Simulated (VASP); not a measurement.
A run of VASP 6.6.1 is set up as follows.

File INCAR:

```
SYSTEM = C7O
  ALGO = Normal
  DIPOL = 0.5 0.5 0.511
  EDIFF = 1E-6
  ENCUT = 1000
  GGA = PE
  GGA_COMPAT = .False.
  IDIPOL = 3
  ISIF = 2
  ISMEAR = 0
  ISYM = 0
  IVDW = 12
  LASPH = .True.
  LCHARG = .False.
  LDIPOL = .True.
  LREAL = .False.
  LWAVE = .False.
  NBANDS = 27
  NELM = 120
  NELMDL = -8
  PREC = Accurate
  SIGMA = 0.05
```

The input KPOINTS:

```
k-points
0
Gamma
  12 12 1
  0 0 0
```

Contents of POSCAR:

```
C7O
1.0
    2.4650495083      0.0000000000      0.0000000000
   -1.2325247541      2.1347954958      0.0000000000
    0.0000000000      0.0000000000     26.8487123425
C O
7 1
Direct
    0.6666666667      0.3333333333      0.3165887396
    0.3333333333      0.6666666667      0.3166487054
    0.3333333333      0.6666666667      0.4419764383
    0.0000000000      0.0000000000      0.4420287312
    0.0000000000      0.0000000000      0.5677345438
    0.6666666667      0.3333333333      0.5677624312
    0.6666666667      0.3333333333      0.6950204580
    0.6666666667      0.3333333333      0.7372565669
```

Potentials or basis: VASP PAW PBE potentials, release 64 (C_h, O_h).

Command:

```bash
$ cat potpaw_PBE.64/C_h/POTCAR potpaw_PBE.64/O_h/POTCAR > POTCAR
$ mpirun -np 1 vasp_std > vasp.out
```

Predict the band gap on the k mesh.

zero (bands 17 and 18 overlap by 0.04 eV).

What does it give for the largest force?

0.043 eV/Å.

Estimate the dispersion energy per atom.

-0.133 eV.

Forces on the atoms (eV/Å):
```
C    0.000  0.000  0.012
C    0.000  0.000 -0.013
C    0.000  0.000  0.000
C    0.000  0.000  0.000
C    0.000  0.000  0.006
C    0.000  0.000 -0.005
C    0.000  0.000 -0.043
O    0.000  0.000  0.043
```
